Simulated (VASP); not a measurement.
Wanted: the native input for a VASP 6.6.1 run.

- Task: single point
- Functional: PBEsol
- Potentials or basis: VASP PAW PBE potentials, release 64 (K_sv, Mg, F)
- Cutoff: 520 eV
- k mesh: 6 × 6 × 6
- Occupations: gaussian, width 0.05 eV
- Spin: no spin polarisation
- Dipole correction: no
- Further INCAR settings: ALGO = Normal; EDIFF = 1e-06; NBANDS = 24

The structure of KMgF3 lies in POSCAR:

```
KMgF3
1.0
    3.8663230000      0.0000000000      0.0000000000
    0.0000000000      3.8663230000      0.0000000000
    0.0000000000      0.0000000000      4.0456885000
K Mg F
1 1 3
Direct
    0.5000000000      0.5000000000      0.5000000000
    0.0000000000      0.0000000000      0.0000000000
    0.5000000000      0.0000000000      0.0000000000
    0.0000000000      0.5000000000      0.0000000000
    0.0000000000      0.0000000000      0.5000000000
```

This cell differs from its parent crystal: strain -0.030 along x and y, +0.015 along z.

One way to write it, as run:

INCAR

```
ALGO = Normal
EDIFF = 1E-6
ENCUT = 520
GGA = PS
ISIF = 2
ISMEAR = 0
LASPH = True
LCHARG = True
LELF = True
LREAL = False
LVHAR = True
LWAVE = False
NBANDS = 24
NELM = 80
PREC = Accurate
SIGMA = 0.05
```

KPOINTS

```
k-points
0
Gamma
  6 6 6
```

Potentials or basis: VASP PAW PBE potentials, release 64 (K_sv, Mg, F).

Run with:

```bash
$ cat potpaw_PBE.64/K_sv/POTCAR potpaw_PBE.64/Mg/POTCAR potpaw_PBE.64/F/POTCAR > POTCAR
$ mpirun -np 1 vasp_std > vasp.out
```

It gave:

```json
{
 "Pressure": "4.0 GPa",
 "Band gap on the k mesh": "7.43 eV (least direct gap 7.78 eV)"
}
```

Caveat: the cell differs from its parent crystal (strain -0.030 along x and y, +0.015 along z); the cell stands under pressure; the PAW data sets were made with another functional, which shifts forces and pressure a little.

Wall time 61 s on 1 thread of Intel(R) Xeon(R) Platinum 8259CL CPU @ 2.50GHz (Skylake/Cascade Lake), with other jobs on the host, peak memory 0.2 GiB.
